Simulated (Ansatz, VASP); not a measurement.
# One calculation of H, two programs

```
CELL_PARAMETERS angstrom
14.00000 0.00000 0.00000
0.00000 14.40000 0.00000
0.00000 0.00000 14.80000
ATOMIC_POSITIONS crystal
H 0.50000 0.50000 0.50000
```

Alike in both runs: task single point; functional LDA; k mesh 1 × 1 × 1; occupations fermi-dirac, width 0.01 eV; collinear spin.

|  | VASP | Ansatz |
| --- | --- | --- |
| version | VASP 6.6.1 | Ansatz 0.2.0 |
| potentials or method | VASP PAW LDA potentials, release 64 (H), cutoff 520 eV | plane waves (420 eV) with PAW, scalar-relativistic |
| valence electrons in the cell | 1 | 1 |

|  | VASP | Ansatz | Ansatz less VASP |
| --- | --- | --- | --- |
| gap on the k mesh at the Fermi level (eV) | 4.93 | 4.71 | -0.214 |
| net moment per atom (μB) | 1.00 | 1.00 | 0.000 |
| size of the moment on the site where the two differ most (μB) | 0.36 | 1.00 | +0.638 |

Ansatz warns that its potentials were made for another functional, while VASP's fit it. LDA's correlation is that of Perdew and Zunger in VASP and of Perdew and Wang (1992) in Ansatz. Site moments also hang on the region over which each program counts them. Ansatz's warnings: stability check not made.
